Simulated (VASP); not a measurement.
Input of a VASP 6.6.1 run:

Contents of INCAR:

```
SYSTEM = As
PREC = Accurate ; ENCUT = 520
EDIFF = 1E-6 ; ISMEAR = -1
SIGMA = 0.05 ; LREAL = .FALSE.
LASPH = .TRUE. ; NELM = 150
ALGO = Normal ; ISIF = 2
LWAVE = .FALSE. ; LCHARG = .TRUE.
LNONCOLLINEAR = .TRUE. ; MAGMOM = 0 0 0
LORBIT = 11 ; LSORBIT = .TRUE.
GGA_COMPAT = .FALSE. ; LORBMOM = .TRUE.
GGA = PE ; LVHAR = .TRUE.
NBANDS = 16
```

Contents of KPOINTS:

```
Automatic mesh
0
G
  7 7 7
  0 0 0
```

Contents of POSCAR:

```
As
1.0
    2.7036817444      0.0000000000      0.0000000000
    0.0000000000      2.7036817444      0.0000000000
    0.0000000000      0.0000000000      2.7036817444
As
1
Direct
    0.5000000000      0.5000000000      0.5000000000
```

Potentials or basis: VASP PAW PBE potentials, release 64 (As).

The run is started by

```console
$ cat potpaw_PBE.64/As/POTCAR > POTCAR
$ mpirun -np 1 vasp_ncl > vasp.out
```

**Question.** What does it give for the net moment?

**Answer.** 0.00 μB per cell.

**Question.** Estimate the pressure.

**Answer.** 2.8 GPa.

Moments on the atoms (μB; x, y, z):
```
As  0.00 0.00 0.00
```
